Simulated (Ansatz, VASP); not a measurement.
Two plane-wave programs on CdTe

Contents of INCAR:

```
SYSTEM = CdTe
PREC = Accurate
ENCUT = 520
EDIFF = 1E-6
ISMEAR = 0
SIGMA = 0.05
LREAL = .FALSE.
LASPH = .TRUE.
NELM = 60
ALGO = Normal
ISIF = 2
LWAVE = .FALSE.
LCHARG = .FALSE.
GGA = PS
NBANDS = 16
```

Contents of KPOINTS:

```
regular mesh
0
G
  8 8 8
  0 0 0
```

File POSCAR:

```
CdTe
1.0
    0.0000000000      3.3011500000      3.1088500000
    3.3011500000      0.0000000000      3.1088500000
    3.3011500000      3.3011500000      0.0000000000
Cd Te
1 1
Direct
    0.0000000000      0.0000000000      0.0000000000
    0.7500000000      0.7500000000      0.7500000000
```

Input for Ansatz:

```yaml
crystal:
  lattice:
    - [0.0, 3.30115, 3.10885]
    - [3.30115, 0.0, 3.10885]
    - [3.30115, 3.30115, 0.0]
  atoms:
    - { symbol: Cd, position: [0.0, 0.0, 0.0] }
    - { symbol: Te, position: [0.75, 0.75, 0.75] }
basis:
  ecutwfc: 420
kpoints:
  mp_grid: { grid: [8, 8, 8] }
hamiltonian:
  xc: pbesol
scf:
  occupations: { method: gaussian, width: 0.05 }
output:
  forces: true
  stress: true
  eigenvalues: true
```

Change from the starting cell: strain +0.030 along x and y, -0.030 along z, atoms carried along.

Alike in both runs: task single point; functional PBEsol; k mesh 8 × 8 × 8; occupations gaussian, width 0.05 eV; no spin polarisation.

```csv
,VASP,Ansatz
version,VASP 6.6.1,Ansatz 0.2.0
potentials or method,"VASP PAW PBE potentials, release 64 (Cd, Te), cutoff 520 eV","scalar-relativistic, plane waves, PAW"
valence electrons in the cell,18,36
```

Ansatz gave:

- gap on the k mesh at the Fermi level (eV): 0.55
- least direct gap on the mesh (eV): 0.55
- pressure (GPa): 0.3
- traceless stress, the component that is largest in VASP (GPa): 0.59

Question: Estimate VASP's values.

Answer: gap on the k mesh at the Fermi level (eV): 0.55; least direct gap on the mesh (eV): 0.55; pressure (GPa): 0.4; traceless stress, the component that is largest in VASP (GPa): 0.59.

VASP's potentials were made for PBE, not for PBEsol. VASP's potentials hold 18 valence electrons a cell and Ansatz's 36, so a difference there can come from the potentials and not from the codes.

Neither program's run includes spin-orbit coupling.
